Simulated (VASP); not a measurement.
A run of VASP 6.6.1 is set up as follows.

INCAR

```
SYSTEM = KF
PREC = Accurate
ENCUT = 520
EDIFF = 1E-7
ISMEAR = 0
SIGMA = 0.05
LREAL = .FALSE.
LASPH = .TRUE.
NELM = 100
ALGO = Normal
ISIF = 2
LWAVE = .FALSE.
LCHARG = .FALSE.
NBANDS = 15
```

Contents of KPOINTS:

```
regular mesh
0
G
  8 8 8
  0 0 0
```

The input POSCAR:

```
KF
1.0
   -0.0534663265      2.4844922106      2.4844922106
    2.4844922106     -0.0534663265      2.4844922106
    2.4844922106      2.4844922106     -0.0534663265
K F
1 1
Direct
    0.0000000000      0.0000000000      0.0000000000
    0.5000000000      0.5000000000      0.5000000000
```

Potentials or basis: VASP PAW LDA potentials, release 64 (K_sv, F).

Launch:

```console
$ cat potpaw_LDA.64/K_sv/POTCAR potpaw_LDA.64/F/POTCAR > POTCAR
$ mpirun -np 1 vasp_std > vasp.out
```

Problem. Predict the band gap on the k mesh.

Solution. 6.82 eV, indirect (least direct gap 6.83 eV).

Problem. Predict the pressure.

Solution. 4.8 GPa.

Stress tensor (GPa, compression positive):
```
4.83 0.20 0.20
0.20 4.83 0.20
0.20 0.20 4.83
```
